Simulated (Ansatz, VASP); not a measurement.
# One calculation of Re, two programs

INCAR

```
SYSTEM = Re
PREC     = Accurate       ! precision mode
ENCUT    = 520            ! plane-wave cutoff, eV
EDIFF    = 1E-6           ! SCF threshold, eV
ISMEAR   = 0              ! smearing method
SIGMA    = 0.1            ! smearing width, eV
LREAL    = .FALSE.        ! projectors in reciprocal space
LASPH    = .TRUE.         ! aspherical terms in the spheres
NELM     = 100            ! most SCF steps
ALGO     = Normal         ! electronic algorithm
ISIF     = 2              ! what is computed and relaxed
LWAVE    = .FALSE.        ! write WAVECAR
LCHARG   = .TRUE.         ! write CHGCAR
GGA      = PS             ! functional
LELF     = .TRUE.         ! ELF
LVHAR    = .TRUE.       
NBANDS   = 14             ! bands
```

File KPOINTS:

```
regular mesh
0
G
  8 8 8
  0 0 0
```

File POSCAR:

```
Re
1.0
   -2.4064138552      2.4064138552      1.3127431791
    2.4064138552     -2.4064138552      1.3127431791
    2.4064138552      2.4064138552     -1.3127431791
Re
2
Direct
    0.0000000000      0.0000000000      0.0000000000
    0.7500000000      0.2500000000      0.5000000000
```

Input for Ansatz:

```yaml
crystal:
  lattice:
    - [-2.4064138552, 2.4064138552, 1.3127431791]
    - [2.4064138552, -2.4064138552, 1.3127431791]
    - [2.4064138552, 2.4064138552, -1.3127431791]
  atoms:
    - { symbol: Re, position: [0.0, 0.0, 0.0] }
    - { symbol: Re, position: [0.75, 0.25, 0.5] }
basis:
  ecutwfc: 420
kpoints:
  mp_grid: { grid: [8, 8, 8] }
hamiltonian:
  xc: pbesol
scf:
  occupations: { method: gaussian, width: 0.1 }
  lower_state_search: "off"
output:
  forces: true
  stress: true
  eigenvalues: true
```

Alike in both runs: task single point; functional PBEsol; k mesh 8 × 8 × 8; occupations gaussian, width 0.1 eV; no spin polarisation.

```csv
,VASP,Ansatz
version,VASP 6.6.1,Ansatz 0.2.0
potentials or method,"VASP PAW PBE potentials, release 64 (Re), cutoff 520 eV","scalar-relativistic, plane waves, PAW"
valence electrons in the cell,14,30
```

|  | VASP | Ansatz | Ansatz less VASP |
| --- | --- | --- | --- |
| gap on the k mesh at the Fermi level (eV) | none | none | - |
| pressure (GPa) | 17.7 | 18.3 | +0.52 |
| traceless stress, the component that is largest in VASP (GPa) | -12.75 | -13.49 | -0.736 |

VASP's potentials were made for PBE, not for PBEsol. A gap of «none» marks a metal or a gap that the smearing closes. VASP's potentials hold 14 valence electrons a cell and Ansatz's 30, so a difference there can come from the potentials and not from the codes.

Neither program's run includes spin-orbit coupling.
